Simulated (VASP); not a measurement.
# GaP (I-4m2) in VASP: further runs

The runs below take GaP through single point, with r2SCAN.

Everything below comes from runs of VASP 6.6.1. Logs are shortened: lines on timing, memory, paths and dates and some standing lists are left out, and cuts for length are marked.

### 1 The cell of the first run

The structure is tetragonal, space group I-4m2 (No. 119). Conventional cell: a = 3.854 Å, b = 3.854 Å, c = 5.314 Å, α = 90.00°, β = 90.00°, γ = 90.00°. Ga (site symmetry -4m2) has 4 P at 2.34 Å within 3.1 Å. P (site symmetry -4m2) has 4 Ga at 2.34 Å within 3.1 Å.

### 2 Single point, r2SCAN (strain -0.0250 x Voigt [1, 0, 0, 0, 0, 0])

POSCAR

```
GaP
1.0
    0.0000000000      2.7252500000      2.7252500000
    2.6571187500      0.0000000000      2.7252500000
    2.6571187500      2.7252500000      0.0000000000
Ga P
1 1
Direct
    0.0000000000      0.0000000000      0.0000000000
    0.7500000000      0.7500000000      0.7500000000
```

INCAR.step1

```
PREC = Accurate ; ENCUT = 520
ISMEAR = 0 ; SIGMA = 0.05
LREAL = F ; LASPH = T
NELM = 60 ; NBANDS = 16
GGA = PE ; ALGO = Normal
EDIFF = 1E-4 ; LWAVE = T
LCHARG = F
```

INCAR.step2

```
PREC = Accurate ; ENCUT = 520
EDIFF = 1E-7 ; ISMEAR = 0
SIGMA = 0.05 ; LREAL = F
LASPH = T ; NELM = 60
ALGO = Normal ; ISIF = 2
LWAVE = F ; LCHARG = F
METAGGA = R2SCAN ; LMIXTAU = T
NBANDS = 16 ; ISTART = 1
```

KPOINTS

```
Automatic mesh
0
Gamma
  8 8 8
```

Potentials or basis: VASP PAW PBE potentials, release 64 (Ga_d, P).

Started as:

```console
> cat potpaw_PBE.64/Ga_d/POTCAR potpaw_PBE.64/P/POTCAR > POTCAR
> cp INCAR.step1 INCAR
> mpirun -np 1 vasp_std > vasp.out
> cp INCAR.step2 INCAR
> mpirun -np 1 vasp_std > vasp.out
```

OUTCAR:

```text
PREC = Accurate
   ENCUT = 520
   EDIFF = 1E-7
   ISMEAR = 0
   LREAL = F
   LASPH = T
   NELM = 60
   ISIF = 2
   METAGGA = R2SCAN
   ISTART = 1

 ion  position               nearest neighbor table
   1  0.000  0.000  0.000-   2 2.34   2 2.34   2 2.34   2 2.34
   2  0.750  0.750  0.750-   1 2.34   1 2.34   1 2.34   1 2.34

  LATTYP: Found a body centered tetragonal cell.
 ALAT       =     3.8540855109
 C/A-ratio  =     1.3788582233

  Lattice vectors:

 A1 = (  -2.6571187500,   0.0000000000,  -2.7252500000)
 A2 = (  -2.6571187500,   0.0000000000,   2.7252500000)
 A3 = (   2.6571187500,   2.7252500000,   0.0000000000)

Analysis of symmetry for initial positions (statically):
=====================================================================
 Subroutine PRICEL returns:
 Original cell was already a primitive cell.

 Routine SETGRP: Setting up the symmetry group for a
 body centered tetragonal supercell.

 Subroutine GETGRP returns: Found  8 space group operations
 (whereof  8 operations were pure point group operations)
 out of a pool of 16 trial point group operations.

The static configuration has the point symmetry D_2d.

Analysis of symmetry for dynamics (positions and initial velocities):
=====================================================================
 Subroutine PRICEL returns:
 Original cell was already a primitive cell.

 Routine SETGRP: Setting up the symmetry group for a
 body centered tetragonal supercell.

 Subroutine GETGRP returns: Found  8 space group operations
 (whereof  8 operations were pure point group operations)
 out of a pool of 16 trial point group operations.

The dynamic configuration has the point symmetry D_2d.

 Subroutine INISYM returns: Found  8 space group operations
 (whereof  8 operations are pure point group operations),
 and found     1 'primitive' translations

----------------------------------------------------------------------------------------

                                     Primitive cell

  volume of cell :      39.4688

  direct lattice vectors                    reciprocal lattice vectors
     0.000000000  2.725250000  2.725250000    -0.188173750  0.183469406  0.183469406
     2.657118750  0.000000000  2.725250000     0.188173750 -0.183469406  0.183469406
[... 77 lines left out ...]
   ISTART =      1    job   : 0-new  1-cont  2-samecut
   ICHARG =      0    charge: 1-file 2-atom 10-const
   ISPIN  =      1    spin polarized calculation?
   LNONCOLLINEAR =      F non collinear calculations
   LSORBIT =      F    spin-orbit coupling
   LASPH  =      T    aspherical Exc in radial PAW
   ENCUT  =  520.0 eV  38.22 Ry    6.18 a.u.   7.17  7.08  7.08*2*pi/ulx,y,z
   NELM   =     60;   NELMIN=  2; NELMDL=  0     # of ELM steps
   EDIFF  = 0.1E-06   stopping-criterion for ELM
   LREAL  =      F    real-space projection
   EDIFFG = 0.1E-05   stopping-criterion for IOM
   NSW    =      0    number of steps for IOM
   IBRION =     -1    ionic relax: 0-MD 1-quasi-New 2-CG
   NFREE  =      0    steps in history (QN), initial steepest desc. (CG)
   ISIF   =      2    stress and relaxation
   ISYM   =      2    0-nonsym 1-usesym 2-fastsym
   POTIM  = 0.5000    time-step for ionic-motion
   TEBEG  =    0.0;   TEEND  =   0.0 temperature during run
   PSTRESS=    0.0 pullay stress
   NELECT =      18.0000    total number of electrons
   NUPDOWN=      -1.0000    fix difference up-down
   EMIN   =  10.00;   EMAX   =-10.00  energy-range for DOS
   EFERMI =   0.00;   METHOD = LEGACY
   ISMEAR =     0;   SIGMA  =   0.05  broadening in eV -4-tet -1-fermi 0-gaus
   EFERMI_NEDOS =   21; number of points for ismear=-14 and -15
   IALGO  =     38    algorithm
   IMIX   =      4    mixing-type and parameters
     AMIX     =   0.40;   BMIX     =  1.00
     AMIX_MAG =   1.60;   BMIX_MAG =  1.00
  volume/ion in A,a.u.               =      19.73       133.17
  Fermi-wavevector in a.u.,A,eV,Ry     =   1.260127  2.381295 21.604977  1.587921
  Thomas-Fermi vector in A             =   2.393653
   LORBIT       =      0    0 simple, 1 ext, 2 COOP (PROOUT), +10 PAW based schemes
   METAGGA = R2SCAN    functional components
   LHFCALC =     F    Hartree Fock is set to
   AEXX    =    0.0000 exact exchange contribution
   IVDW    =     0    specifies the selected vdW correction
   LEPSILON=     F    determine dielectric tensor
   LRPA    =     F    only Hartree local field effects (RPA)
 non-spin polarized calculation
 Gauss-broadening in eV      SIGMA  =   0.05
  energy-cutoff  :      520.00
  volume of cell :       39.47
 maximum number of plane-waves:      1078
 NGX is ok and might be reduce to    30
   NGX = 15   NGY = 15   NGZ = 15

 number of electron      17.9999995 magnetization

 Free energy of the ion-electron system (eV)
  ---------------------------------------------------
  ext. energy  EPLUGINS =         0.00000000
  ---------------------------------------------------
  free energy    TOTEN  =       -21.45152864 eV

  energy without entropy =      -21.45152864  energy(sigma->0) =      -21.45152864

 E-fermi :   5.1160     XC(G=0): -10.6737

 val. band max:        4.8245715961   @ k =   0.0000   0.0000   0.0000
 cond. band min:       6.4265193994   @ k =   0.0000   0.3750   0.3750
 fundamental gap:      1.6019478033
 Fermi energy:         5.1159787684

 k-point     1 :       0.0000    0.0000    0.0000
  band No.  band energies     occupation
      1     -10.3105      2.00000
      2     -10.3100      2.00000
      3     -10.3028      2.00000
      4     -10.1881      2.00000
      5     -10.1843      2.00000
      6      -8.4937      2.00000
[... 433 lines left out ...]
      3     -10.2779      2.00000
      4     -10.1854      2.00000
      5     -10.1839      2.00000
      6      -7.2114      2.00000
[... 8 lines left out ...]
     15      15.9683      0.00000
     16      16.8753      0.00000

 [... further k-points ...]
[... 5 lines left out ...]
  --------------------------------------------------------------------------------------
  -------------------------------------------------------------------------------------
  Total        0.9001721      0.4082519      0.4082519      0.0000000      0.0000000      0.0000000
  in kB       36.5411726     16.5723917     16.5723917      0.0000000      0.0000000      0.0000000
  external PRESSURE =      23.2286520 kB  Pullay stress =       0.0000000 kB

 VOLUME and BASIS-vectors are now :
 -----------------------------------------------------------------------------
  energy-cutoff  :      520.00
  volume of cell :       39.47
      direct lattice vectors                 reciprocal lattice vectors
     0.000000000  2.725250000  2.725250000    -0.188173750  0.183469406  0.183469406
     2.657118750  0.000000000  2.725250000     0.188173750 -0.183469406  0.183469406
     2.657118750  2.725250000  0.000000000     0.188173750  0.183469406 -0.183469406

 POSITION                                       TOTAL-FORCE (eV/Angst)
 -----------------------------------------------------------------------------------
      0.00000      0.00000      0.00000         0.000000      0.000000      0.000000
      3.98568      4.08788      4.08788         0.000000     -0.000000     -0.000000
 -----------------------------------------------------------------------------------
    total drift:                                0.000518      0.000146      0.000146

  FREE ENERGIE OF THE ION-ELECTRON SYSTEM (eV)
  ---------------------------------------------------
  free  energy   TOTEN  =       -21.4515286385 eV

  energy  without entropy=      -21.4515286385  energy(sigma->0) =      -21.45152864
```

OUTCAR.step1:

```text
PREC = Accurate
   ENCUT = 520
   ISMEAR = 0
   LREAL = F
   LASPH = T
[... 678 lines left out ...]
 -----------------------------------------------------------------------------------
      0.00000      0.00000      0.00000         0.000000      0.000000      0.000000
      3.98568      4.08788      4.08788        -0.000000     -0.000000     -0.000000
 -----------------------------------------------------------------------------------
    total drift:                               -0.000007      0.000000     -0.000000

  FREE ENERGIE OF THE ION-ELECTRON SYSTEM (eV)
  ---------------------------------------------------
  free  energy   TOTEN  =        -9.0893841842 eV

  energy  without entropy=       -9.0893841842  energy(sigma->0) =       -9.08938418
```

Wall time 82 s (1 thread of Intel Xeon 6975P-C (Granite Rapids), shared host); peak memory 0.19 GiB.

Results:

| Property | Result |
| --- | --- |
| Free energy | -21.4515 eV |
| Pressure | 2.3 GPa |
| Band gap on the k mesh | 1.60 eV, indirect (least direct gap 2.47 eV) |

Levels at points of the mesh, in eV from the valence-band top:
| k point | band 5 | band 6 | band 7 | band 8 | band 9 | band 10 | band 11 | band 12 | band 13 | band 14 |
| --- | --- | --- | --- | --- | --- | --- | --- | --- | --- | --- |
| (0.00, 0.00, 0.00) | -15.01 | -13.32 | -0.15 | -0.15 | 0.00 | 2.47 | 4.05 | 4.11 | 4.11 | 9.49 |
| (0.50, 0.00, 0.00) | -15.00 | -11.07 | -7.10 | -1.42 | -1.20 | 2.01 | 4.85 | 5.07 | 8.80 | 11.72 |
| (0.50, 0.50, 0.00) | -14.99 | -10.14 | -7.24 | -2.94 | -2.91 | 1.83 | 2.07 | 11.38 | 11.44 | 12.06 |
| (0.00, 0.50, 0.50) | -14.98 | -10.02 | -7.06 | -3.11 | -3.11 | 1.64 | 1.81 | 11.43 | 11.43 | 12.32 |

Caveat: the cell differs from its parent crystal (strain -0.0250 x Voigt [1, 0, 0, 0, 0, 0]); the PAW data sets were made with another functional, which shifts forces and pressure a little. A k mesh can miss the band edges.

### 3 Single point, r2SCAN (strain +0.0250 x Voigt [1, 0, 0, 0, 0, 0])

POSCAR

```
GaP
1.0
    0.0000000000      2.7252500000      2.7252500000
    2.7933812500      0.0000000000      2.7252500000
    2.7933812500      2.7252500000      0.0000000000
Ga P
1 1
Direct
    0.0000000000      0.0000000000      0.0000000000
    0.7500000000      0.7500000000      0.7500000000
```

INCAR.step1

```
SYSTEM = GaP
PREC     = Accurate       ! precision mode
ENCUT    = 520            ! plane-wave cutoff, eV
ISMEAR   = 0              ! smearing method
SIGMA    = 0.05           ! smearing width, eV
LREAL    = .False.        ! projectors in reciprocal space
LASPH    = .True.         ! aspherical terms in the spheres
NELM     = 60             ! most SCF steps
NBANDS   = 16             ! bands
GGA      = PE             ! functional
ALGO     = Normal         ! electronic algorithm
EDIFF    = 1E-4           ! SCF threshold, eV
LWAVE    = .True.         ! write WAVECAR
LCHARG   = .False.        ! write CHGCAR
```

INCAR.step2

```
SYSTEM = GaP
PREC     = Accurate       ! precision mode
ENCUT    = 520            ! plane-wave cutoff, eV
EDIFF    = 1E-6           ! SCF threshold, eV
ISMEAR   = 0              ! smearing method
SIGMA    = 0.05           ! smearing width, eV
LREAL    = .False.        ! projectors in reciprocal space
LASPH    = .True.         ! aspherical terms in the spheres
NELM     = 60             ! most SCF steps
ALGO     = Normal         ! electronic algorithm
ISIF     = 2              ! what is computed and relaxed
LWAVE    = .False.        ! write WAVECAR
LCHARG   = .False.        ! write CHGCAR
METAGGA  = R2SCAN         ! meta-GGA
LMIXTAU  = .True.       
NBANDS   = 16             ! bands
ISTART   = 1
```

KPOINTS

```
Automatic mesh
0
Gamma
  8 8 8
  0 0 0
```

Potentials or basis: VASP PAW PBE potentials, release 64 (Ga_d, P).

Started as:

```console
> cat potpaw_PBE.64/Ga_d/POTCAR potpaw_PBE.64/P/POTCAR > POTCAR
> cp INCAR.step1 INCAR
> mpirun -np 1 vasp_std > vasp.out
> cp INCAR.step2 INCAR
> mpirun -np 1 vasp_std > vasp.out
```

Wall time 75 s (1 thread of Intel Xeon 6975P-C (Granite Rapids), shared host); peak memory 0.18 GiB.

It converged, with:

```
Free energy            : -21.4519 eV
Pressure               : -2.1 GPa
Band gap on the k mesh : 1.81 eV, indirect (least direct gap 2.07 eV)
```

Stress tensor (GPa, compression positive):
```
-3.53  0.00  0.00
 0.00 -1.42  0.00
 0.00  0.00 -1.42
```

Levels at points of the mesh, in eV from the valence-band top:
```csv
k point,band 5,band 6,band 7,band 8,band 9,band 10,band 11,band 12,band 13,band 14
"(0.00, 0.00, 0.00)",-14.89,-12.88,-0.15,0.00,0.00,2.07,4.13,4.13,4.19,9.28
"(0.50, 0.00, 0.00)",-14.88,-10.80,-6.75,-1.29,-1.07,1.89,4.94,5.11,8.73,11.38
"(0.50, 0.50, 0.00)",-14.87,-9.86,-6.83,-2.82,-2.81,1.85,1.99,11.05,11.07,11.78
"(0.00, 0.50, 0.50)",-14.88,-9.98,-7.00,-2.64,-2.64,2.03,2.24,11.12,11.12,11.56
```

Caveat: the cell differs from its parent crystal (strain +0.0250 x Voigt [1, 0, 0, 0, 0, 0]); the PAW data sets were made with another functional, which shifts forces and pressure a little. A k mesh can miss the band edges.

### 4 Single point, r2SCAN (strain +0.0500 x Voigt [1, 0, 0, 0, 0, 0])

POSCAR

```
GaP
1.0
    0.0000000000      2.7252500000      2.7252500000
    2.8615125000      0.0000000000      2.7252500000
    2.8615125000      2.7252500000      0.0000000000
Ga P
1 1
Direct
    0.0000000000      0.0000000000      0.0000000000
    0.7500000000      0.7500000000      0.7500000000
```

INCAR.step1

```
SYSTEM = GaP
PREC = Accurate
ENCUT = 520
ISMEAR = 0
SIGMA = 0.05
LREAL = .FALSE.
LASPH = .TRUE.
NELM = 80
NBANDS = 16
GGA = PE
ALGO = Normal
EDIFF = 1E-4
LWAVE = .TRUE.
LCHARG = .FALSE.
```

INCAR.step2

```
SYSTEM = GaP
PREC = Accurate
ENCUT = 520
EDIFF = 1E-7
ISMEAR = 0
SIGMA = 0.05
LREAL = .FALSE.
LASPH = .TRUE.
NELM = 80
ALGO = Normal
ISIF = 2
LWAVE = .FALSE.
LCHARG = .TRUE.
METAGGA = R2SCAN
LMIXTAU = .TRUE.
LELF = .TRUE.
LVHAR = .TRUE.
NBANDS = 16
ISTART = 1
```

KPOINTS

```
Automatic mesh
0
G
  8 8 8
  0 0 0
```

Potentials or basis: VASP PAW PBE potentials, release 64 (Ga_d, P).

Started as:

```console
> cat potpaw_PBE.64/Ga_d/POTCAR potpaw_PBE.64/P/POTCAR > POTCAR
> cp INCAR.step1 INCAR
> mpirun -np 1 vasp_std > vasp.out
> cp INCAR.step2 INCAR
> mpirun -np 1 vasp_std > vasp.out
```

OUTCAR:

```text
SYSTEM = GaP
   PREC = Accurate
   ENCUT = 520
   EDIFF = 1E-7
   ISMEAR = 0
   LREAL = .FALSE.
   LASPH = .TRUE.
   NELM = 80
   ISIF = 2
   METAGGA = R2SCAN
   ISTART = 1

 ion  position               nearest neighbor table
   1  0.000  0.000  0.000-   2 2.40   2 2.40   2 2.40   2 2.40
   2  0.750  0.750  0.750-   1 2.40   1 2.40   1 2.40   1 2.40

  LATTYP: Found a body centered tetragonal cell.
 ALAT       =     3.8540855109
 C/A-ratio  =     1.4849242405

  Lattice vectors:

 A1 = (   2.8615125000,   0.0000000000,   2.7252500000)
 A2 = (   2.8615125000,   0.0000000000,  -2.7252500000)
[... 626 lines left out ...]
      4     -10.8570      2.00000
      5     -10.8379      2.00000
      6      -7.4828      2.00000
[... 8 lines left out ...]
     15      14.9446      0.00000
     16      15.7142      0.00000

 [... further k-points ...]
[... 5 lines left out ...]
  --------------------------------------------------------------------------------------
  -------------------------------------------------------------------------------------
  Total       -1.7848789     -0.6592467     -0.6592467      0.0000000      0.0000000      0.0000000
  in kB      -67.2792288    -24.8496451    -24.8496451      0.0000000      0.0000000      0.0000000
  external PRESSURE =     -38.9928397 kB  Pullay stress =       0.0000000 kB

 VOLUME and BASIS-vectors are now :
 -----------------------------------------------------------------------------
  energy-cutoff  :      520.00
  volume of cell :       42.50
      direct lattice vectors                 reciprocal lattice vectors
     0.000000000  2.725250000  2.725250000    -0.174732768  0.183469406  0.183469406
     2.861512500  0.000000000  2.725250000     0.174732768 -0.183469406  0.183469406
     2.861512500  2.725250000  0.000000000     0.174732768  0.183469406 -0.183469406

 POSITION                                       TOTAL-FORCE (eV/Angst)
 -----------------------------------------------------------------------------------
      0.00000      0.00000      0.00000         0.000000      0.000000      0.000000
      4.29227      4.08788      4.08788        -0.000000     -0.000000     -0.000000
 -----------------------------------------------------------------------------------
    total drift:                                0.000020     -0.000016     -0.000016

  FREE ENERGIE OF THE ION-ELECTRON SYSTEM (eV)
  ---------------------------------------------------
  free  energy   TOTEN  =       -21.4194060600 eV

  energy  without entropy=      -21.4194060600  energy(sigma->0) =      -21.41940606
```

OUTCAR.step1:

```text
SYSTEM = GaP
   PREC = Accurate
   ENCUT = 520
   ISMEAR = 0
   LREAL = .FALSE.
   LASPH = .TRUE.
[... 679 lines left out ...]
      0.00000      0.00000      0.00000         0.000000     -0.000000     -0.000000
      4.29227      4.08788      4.08788        -0.000000      0.000000      0.000000
 -----------------------------------------------------------------------------------
    total drift:                               -0.000003     -0.000002     -0.000002

  FREE ENERGIE OF THE ION-ELECTRON SYSTEM (eV)
  ---------------------------------------------------
  free  energy   TOTEN  =        -9.1060920877 eV

  energy  without entropy=       -9.1060920877  energy(sigma->0) =       -9.10609209
```

Run time: 94 s. Hardware: 1 thread of Intel Xeon 6975P-C (Granite Rapids), shared host; peak memory 0.19 GiB.

What came out:

* Free energy: -21.4194 eV
* Pressure: -3.9 GPa
* Band gap on the k mesh: 1.72 eV, indirect (least direct gap 1.80 eV)

Stress tensor (GPa, compression positive):
```
-6.73  0.00  0.00
 0.00 -2.48  0.00
 0.00  0.00 -2.48
```

Levels at points of the mesh, in eV from the valence-band top:
| k point | band 6 | band 7 | band 8 | band 9 | band 10 | band 11 | band 12 | band 13 |
| --- | --- | --- | --- | --- | --- | --- | --- | --- |
| (0.00, 0.00, 0.00) | -12.75 | -0.30 | 0.00 | 0.00 | 1.80 | 4.07 | 4.07 | 4.20 |
| (0.50, 0.00, 0.00) | -10.75 | -6.66 | -1.40 | -0.99 | 1.73 | 4.85 | 5.15 | 8.64 |
| (0.50, 0.50, 0.00) | -9.81 | -6.71 | -2.84 | -2.81 | 1.80 | 1.88 | 10.70 | 10.70 |
| (0.00, 0.50, 0.50) | -10.02 | -7.03 | -2.50 | -2.50 | 2.15 | 2.36 | 10.87 | 10.87 |

Caveat: the cell differs from its parent crystal (strain +0.0500 x Voigt [1, 0, 0, 0, 0, 0]); the PAW data sets were made with another functional, which shifts forces and pressure a little. A k mesh can miss the band edges.

### 5 Summary

```csv
cell,gap on the mesh (eV),pressure (GPa)
"a = 3.854, b = 3.806, c = 3.806 Å, angles 60.8, 59.6, 59.6°, 2 atoms",1.60,2.3
"a = 3.854, b = 3.903, c = 3.903 Å, angles 59.2, 60.4, 60.4°, 2 atoms",1.81,-2.1
"a = 3.854, b = 3.952, c = 3.952 Å, angles 58.4, 60.8, 60.8°, 2 atoms",1.72,-3.9
```

Alike in all rows: task single point; level r2SCAN; potentials or basis VASP PAW PBE potentials, release 64 (Ga_d, P); no spin polarisation; k mesh 8 × 8 × 8; cutoff (eV) 520; smearing gaussian 0.05 eV.

Caveats: the PAW data sets were made with another functional, which shifts forces and pressure a little.

Absolute energies hang on the potentials; compare differences alone.
